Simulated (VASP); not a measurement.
# Mo8P9 (a cell with a defect) in VASP: single point with PBE

Aim: the single point of Mo8P9 (a cell with a defect) with PBE.

All numbers are computed with VASP 6.6.1; they aren't measurements. Logs are shortened: lines on timing, memory, paths and dates and some standing lists are left out, and cuts for length are marked.

### 1 The cell of the first run

The cell holds a defect, 17 atoms: a = 6.390 Å, b = 6.482 Å, c = 6.482 Å, α = 120.00°, β = 90.00°, γ = 90.00°.

### 2 Single point, PBE

Contents of INCAR:

```
SYSTEM = Mo8P9
  PREC = Accurate
  ENCUT = 520
  EDIFF = 1E-7
  ISMEAR = 0
  SIGMA = 0.1
  LREAL = Auto
  LASPH = .TRUE.
  NELM = 60
  ALGO = Normal
  ISIF = 2
  LWAVE = .FALSE.
  LCHARG = .FALSE.
  GGA = PE
  NBANDS = 92
```

Contents of KPOINTS:

```
regular mesh
0
G
  4 4 4
  0 0 0
```

Contents of POSCAR:

```
Mo8P9
1.0
    0.0000000000      0.0000000000     -6.3904533199
    6.4820862140      0.0000000001      0.0000000000
   -3.2410431070     -5.6136513309      0.0000000000
Mo P
8 9
Direct
    0.4966259577      0.4998700941      0.0001474976
    0.0033573518      0.4998015938      0.0001209552
    0.5151424845      0.0199179127      0.0402128644
   -0.0152164479      0.0197007476      0.0399602659
    0.5152506145      0.4598668638      0.4800916269
   -0.0153336540      0.4594827905      0.4799232872
    0.5152672017      0.0199515196      0.4800773759
   -0.0152283406      0.0196747382      0.4801554000
    0.2499131001      0.8371217671      0.1688047483
    0.7500569615      0.8154316608      0.1577604215
    0.2500004178      0.3310697171      0.1687655581
    0.7499392860      0.3420263874      0.1577493770
    0.4013647971      0.8333211173      0.6668314043
    0.7500973343      0.8333457247      0.6665458504
    0.2499996354      0.3310724277      0.6627739738
    0.7499899866      0.3421879068      0.6846155512
    0.0989319487      0.8325514137      0.6665520852
```

Potentials or basis: VASP PAW PBE potentials, release 64 (Mo_sv, P).

Started as:

```sh
cat potpaw_PBE.64/Mo_sv/POTCAR potpaw_PBE.64/P/POTCAR > POTCAR
mpirun -np 1 vasp_std > vasp.out
```

OUTCAR:

```text
SYSTEM = Mo8P9
   PREC = Accurate
   ENCUT = 520
   EDIFF = 1E-7
   ISMEAR = 0
   LREAL = Auto
   LASPH = .TRUE.
   NELM = 60
   ISIF = 2
   GGA = PE

 ion  position               nearest neighbor table
   1  0.497  0.500  0.000-  12 2.40  16 2.40  10 2.40   9 2.46  15 2.46  11 2.46   2 3.15   2 3.24
                             5 3.25   3 3.25   7 3.25   3 3.25   7 3.25   5 3.25
   2  0.003  0.500  0.000-  12 2.40  16 2.40  10 2.40   9 2.46  15 2.46  11 2.46   1 3.15   1 3.24
                             8 3.25   4 3.25   6 3.25   4 3.25   8 3.25   6 3.25
   3  0.515  0.020  0.040-  13 2.22  12 2.37  10 2.37  11 2.44   9 2.44  14 2.58   7 2.85   5 2.85
                             4 3.00   1 3.25   1 3.25   4 3.39
   4  0.985  0.020  0.040-  17 2.22  10 2.37  12 2.37   9 2.44  11 2.44  14 2.58   6 2.85   8 2.85
                             3 3.00   2 3.25   2 3.25   3 3.39
   5  0.515  0.460  0.480-  13 2.22  16 2.37  12 2.37  11 2.44  15 2.44  14 2.58   7 2.85   3 2.85
                             6 3.00   1 3.25   1 3.25   6 3.39
   6  0.985  0.459  0.480-  17 2.22  16 2.37  12 2.37  11 2.44  15 2.44  14 2.58   4 2.85   8 2.85
                             5 3.00   2 3.25   2 3.25   5 3.39
   7  0.515  0.020  0.480-  13 2.22  16 2.37  10 2.37  15 2.44   9 2.44  14 2.58   3 2.85   5 2.85
                             8 3.00   1 3.25   1 3.25   8 3.39
   8  0.985  0.020  0.480-  17 2.22  10 2.37  16 2.37   9 2.44  15 2.44  14 2.57   6 2.85   4 2.85
                             7 3.00   2 3.25   2 3.25   7 3.39
   9  0.250  0.837  0.169-   8 2.44   4 2.44   3 2.44   7 2.44   2 2.46   1 2.46
  10  0.750  0.815  0.158-   4 2.37   3 2.37   8 2.37   7 2.37   2 2.40   1 2.40
  11  0.250  0.331  0.169-   3 2.44   6 2.44   5 2.44   4 2.44   2 2.46   1 2.46
  12  0.750  0.342  0.158-   3 2.37   6 2.37   5 2.37   4 2.37   1 2.40   2 2.40
  13  0.401  0.833  0.667-  17 1.93   3 2.22   7 2.22   5 2.22  14 2.23
  14  0.750  0.833  0.667-  13 2.23  17 2.23   8 2.57   7 2.58   4 2.58   5 2.58   6 2.58   3 2.58

  15  0.250  0.331  0.663-   7 2.44   8 2.44   6 2.44   5 2.44   2 2.46   1 2.46
  16  0.750  0.342  0.685-   6 2.37   5 2.37   7 2.37   8 2.37   2 2.40   1 2.40
  17  0.099  0.833  0.667-  13 1.93   6 2.22   4 2.22   8 2.22  14 2.23

  LATTYP: Found a hexagonal cell.
 ALAT       =     6.4820862140
 C/A-ratio  =     0.9858636724

  Lattice vectors:

 A1 = (   6.4820862140,   0.0000000001,   0.0000000000)
 A2 = (  -3.2410431070,  -5.6136513309,   0.0000000000)
 A3 = (   0.0000000000,   0.0000000000,  -6.3904533199)

Analysis of symmetry for initial positions (statically):
=====================================================================
 Subroutine PRICEL returns:
 Original cell was already a primitive cell.

 Routine SETGRP: Setting up the symmetry group for a
 hexagonal supercell.

 Subroutine GETGRP returns: Found  1 space group operations
 (whereof  1 operations were pure point group operations)
 out of a pool of 24 trial point group operations.

The static configuration has the point symmetry C_1 .

Analysis of symmetry for dynamics (positions and initial velocities):
=====================================================================
 Subroutine PRICEL returns:
 Original cell was already a primitive cell.

 Routine SETGRP: Setting up the symmetry group for a
 hexagonal supercell.

 Subroutine GETGRP returns: Found  1 space group operations
 (whereof  1 operations were pure point group operations)
 out of a pool of 24 trial point group operations.

The dynamic configuration has the point symmetry C_1 .

 Subroutine INISYM returns: Found  1 space group operations
 (whereof  1 operations are pure point group operations),
 and found     1 'primitive' translations

----------------------------------------------------------------------------------------

                                     Primitive cell

  volume of cell :     232.5369

  direct lattice vectors                    reciprocal lattice vectors
     0.000000000  0.000000000 -6.390453320     0.000000000  0.000000000 -0.156483421
     6.482086214  0.000000000  0.000000000     0.154271321 -0.089068588  0.000000000
    -3.241043107 -5.613651331  0.000000000     0.000000000 -0.178137177  0.000000000

  length of vectors
     6.390453320  6.482086214  6.482086214     0.156483421  0.178137177  0.178137177

  position of ions in fractional coordinates (direct lattice)
     0.496625958  0.499870094  0.000147498
     0.003357352  0.499801594  0.000120955
     0.515142484  0.019917913  0.040212864
     0.984783552  0.019700748  0.039960266
[... 42 lines left out ...]
 Generating k-lattice:

  Cartesian coordinates                     Fractional coordinates (reciprocal lattice)
     0.000000000  0.000000000 -0.039120855     0.250000000  0.000000000  0.000000000
     0.038567830 -0.022267147  0.000000000     0.000000000  0.250000000  0.000000000
     0.000000000 -0.044534294  0.000000000     0.000000000 -0.000000000  0.250000000

  Length of vectors
     0.039120855  0.044534294  0.044534294

  Shift w.r.t. Gamma in fractional coordinates (k-lattice)
     0.000000000  0.000000000  0.000000000

 Subroutine IBZKPT returns following result:
 ===========================================

 Found     36 irreducible k-points:

 Following reciprocal coordinates:
            Coordinates               Weight
  0.000000  0.000000  0.000000      1.000000
  0.250000  0.000000  0.000000      2.000000
  0.500000  0.000000  0.000000      1.000000
  0.000000  0.250000  0.000000      2.000000
  0.000000  0.000000  0.250000      2.000000
  0.000000 -0.250000  0.250000      2.000000
[... 16 lines left out ...]
  0.500000  0.000000  0.500000      1.000000
  0.500000  0.500000  0.500000      1.000000
 [... further k-points ...]
   k-points           NKPTS =     36   k-points in BZ     NKDIM =     36   number of bands    NBANDS=     92
   number of dos      NEDOS =    301   number of ions     NIONS =     17
   total plane-waves  NPLWV = 110592
   dimension x,y,z NGX =    48 NGY =   48 NGZ =   48
   dimension x,y,z NGXF=    96 NGYF=   96 NGZF=   96
   ions per type =               8   9
   NGX,Y,Z   is equivalent  to a cutoff of  12.49, 12.31, 12.31 a.u.
   NGXF,Y,Z  is equivalent  to a cutoff of  24.97, 24.62, 24.62 a.u.
 SYSTEM =  Mo8P9
   PREC   = accura    normal or accurate (medium, high low for compatibility)
   ISTART =      0    job   : 0-new  1-cont  2-samecut
   ICHARG =      2    charge: 1-file 2-atom 10-const
   ISPIN  =      1    spin polarized calculation?
   LNONCOLLINEAR =      F non collinear calculations
   LSORBIT =      F    spin-orbit coupling
   LASPH  =      T    aspherical Exc in radial PAW
   ENCUT  =  520.0 eV  38.22 Ry    6.18 a.u.  11.88 12.05 12.05*2*pi/ulx,y,z
   NELM   =     60;   NELMIN=  2; NELMDL= -5     # of ELM steps
   EDIFF  = 0.1E-06   stopping-criterion for ELM
   LREAL  =      T    real-space projection
   EDIFFG = 0.1E-05   stopping-criterion for IOM
   NSW    =      0    number of steps for IOM
   IBRION =     -1    ionic relax: 0-MD 1-quasi-New 2-CG
   NFREE  =      0    steps in history (QN), initial steepest desc. (CG)
   ISIF   =      2    stress and relaxation
   ISYM   =      2    0-nonsym 1-usesym 2-fastsym
   POTIM  = 0.5000    time-step for ionic-motion
   TEBEG  =    0.0;   TEEND  =   0.0 temperature during run
   PSTRESS=    0.0 pullay stress
   NELECT =     157.0000    total number of electrons
   NUPDOWN=      -1.0000    fix difference up-down
   EMIN   =  10.00;   EMAX   =-10.00  energy-range for DOS
   EFERMI =   0.00;   METHOD = LEGACY
   ISMEAR =     0;   SIGMA  =   0.10  broadening in eV -4-tet -1-fermi 0-gaus
   EFERMI_NEDOS =   21; number of points for ismear=-14 and -15
   IALGO  =     38    algorithm
   IMIX   =      4    mixing-type and parameters
     AMIX     =   0.40;   BMIX     =  1.00
     AMIX_MAG =   1.60;   BMIX_MAG =  1.00
  volume/ion in A,a.u.               =      13.68        92.31
  Fermi-wavevector in a.u.,A,eV,Ry     =   1.436186  2.713998 28.063795  2.062631
  Thomas-Fermi vector in A             =   2.555402
   LORBIT       =      0    0 simple, 1 ext, 2 COOP (PROOUT), +10 PAW based schemes
   GGA     = PE    functional components
   LHFCALC =     F    Hartree Fock is set to
   AEXX    =    0.0000 exact exchange contribution
   IVDW    =     0    specifies the selected vdW correction
   LEPSILON=     F    determine dielectric tensor
   LRPA    =     F    only Hartree local field effects (RPA)
 non-spin polarized calculation
 Gauss-broadening in eV      SIGMA  =   0.10
  energy-cutoff  :      520.00
  volume of cell :      232.54
 maximum number of plane-waves:      6292
 NGX is ok and might be reduce to    48
   NGX = 23   NGY = 25   NGZ = 25

 number of electron     156.9999992 magnetization

 Free energy of the ion-electron system (eV)
  ---------------------------------------------------
  ext. energy  EPLUGINS =         0.00000000
  ---------------------------------------------------
  free energy    TOTEN  =      -139.87778552 eV

  energy without entropy =     -139.83987187  energy(sigma->0) =     -139.85882870

 E-fermi :  12.5985     XC(G=0): -12.7139

 val. band max:       12.5983231640   @ k =   0.2500  -0.2500   0.2500
 cond. band min:      12.5989574959   @ k =   0.2500   0.2500  -0.2500
 fundamental gap:      0.0006343319
 Fermi energy:        12.5985094348

 k-point     1 :       0.0000    0.0000    0.0000
  band No.  band energies     occupation
      1     -48.7904      2.00000
      2     -48.7704      2.00000
      3     -48.4773      2.00000
      4     -48.4511      2.00000
      5     -48.4200      2.00000
      6     -48.4196      2.00000
[... 2221 lines left out ...]
     89      14.9558      0.00000
     90      14.9941      0.00000

 [... further k-points ...]

 [bands above 90 left out]

------------------------ aborting loop because EDIFF is reached ----------------------------------------

  FORCE on cell =-STRESS in cart. coord.  units (eV):
  Direction    XX          YY          ZZ          XY          YZ          ZX
  --------------------------------------------------------------------------------------
  -------------------------------------------------------------------------------------
  Total       35.7690509     35.7361258     45.1804731     -0.0138649      0.0093748     -0.0354650
  in kB      246.4484522    246.2215984    311.2930697     -0.0955290      0.0645920     -0.2443535
  external PRESSURE =     267.9877068 kB  Pullay stress =       0.0000000 kB

 VOLUME and BASIS-vectors are now :
 -----------------------------------------------------------------------------
  energy-cutoff  :      520.00
  volume of cell :      232.54
      direct lattice vectors                 reciprocal lattice vectors
     0.000000000  0.000000000 -6.390453320     0.000000000  0.000000000 -0.156483421
     6.482086214  0.000000000  0.000000000     0.154271321 -0.089068588  0.000000000
    -3.241043107 -5.613651331  0.000000000     0.000000000 -0.178137177  0.000000000

 POSITION                                       TOTAL-FORCE (eV/Angst)
 -----------------------------------------------------------------------------------
      3.23972     -0.00083     -3.17367         0.003666      0.002631     -0.011911
      3.23936     -0.00068     -0.02145         0.001261      0.002444      0.013499
     -0.00122     -0.22574     -3.29199        -0.001011      0.034259      0.002701
     -0.00181     -0.22432     -6.29321         0.005436      0.032637     -0.010969
      1.42490     -2.69507     -3.29269         0.027563     -0.015024      0.010922
      1.42296     -2.69412     -6.29246         0.026876     -0.010949     -0.012866
[... 9 lines left out ...]
     -0.00078     -3.84319     -4.79278        -0.012555     -0.005635     -0.000244
      3.23635     -3.74179     -0.63222         0.015479     -0.002397     -0.046367
 -----------------------------------------------------------------------------------
    total drift:                               -0.004988     -0.002228      0.000318

  FREE ENERGIE OF THE ION-ELECTRON SYSTEM (eV)
  ---------------------------------------------------
  free  energy   TOTEN  =      -139.8777855205 eV

  energy  without entropy=     -139.8398718722  energy(sigma->0) =     -139.85882870
```

Wall time 44 min (1 thread of Intel Xeon 8259CL, shared host); peak memory 0.62 GiB.

What came out:

```
Free energy            : -139.8778 eV
Pressure               : 26.8 GPa
Largest force          : 0.056 eV/Å
Band gap on the k mesh : zero (an odd number of electrons rules out a gap without spin polarisation)
```

Forces on the atoms (eV/Å):
```
Mo   0.004  0.003 -0.012
Mo   0.001  0.002  0.013
Mo  -0.001  0.034  0.003
Mo   0.005  0.033 -0.011
Mo   0.028 -0.015  0.011
Mo   0.027 -0.011 -0.013
Mo  -0.028 -0.010  0.015
Mo  -0.023 -0.015 -0.016
P   -0.007  0.004 -0.005
P   -0.011 -0.006  0.003
P    0.014  0.004  0.003
P    0.000  0.000 -0.003
P    0.002  0.004  0.056
P   -0.017 -0.010  0.001
P    0.004 -0.009  0.002
P   -0.013 -0.006  0.000
P    0.015 -0.002 -0.046
```

Levels at points of the mesh, in eV from the Fermi level:
```csv
k point,band 74,band 75,band 76,band 77,band 78,band 79,band 80,band 81,band 82,band 83
"(0.00, 0.00, 0.00)",-0.74,-0.63,-0.63,-0.50,-0.46,-0.46,0.61,0.61,1.08,1.30
"(0.50, 0.00, 0.00)",-1.25,-1.25,-1.05,-0.60,-0.59,-0.30,0.21,0.21,0.43,0.94
"(0.00, 0.50, 0.00)",-1.54,-1.31,-1.26,-1.13,-0.38,0.07,0.28,0.36,0.66,0.92
"(0.00, 0.00, 0.50)",-1.54,-1.31,-1.26,-1.13,-0.38,0.07,0.28,0.36,0.66,0.92
"(0.00, 0.50, 0.50)",-1.54,-1.31,-1.26,-1.13,-0.38,0.08,0.28,0.36,0.66,0.92
"(0.50, 0.50, 0.00)",-1.51,-1.43,-0.63,-0.51,-0.51,0.08,0.27,0.45,0.77,0.82
"(0.50, 0.00, 0.50)",-1.51,-1.43,-0.63,-0.51,-0.51,0.09,0.27,0.45,0.77,0.82
"(0.50, 0.50, 0.50)",-1.51,-1.43,-0.63,-0.51,-0.51,0.08,0.27,0.45,0.77,0.82
```

Caveat: an odd number of electrons without spin polarisation forces a metal; a magnetic or distorted state may lie lower.
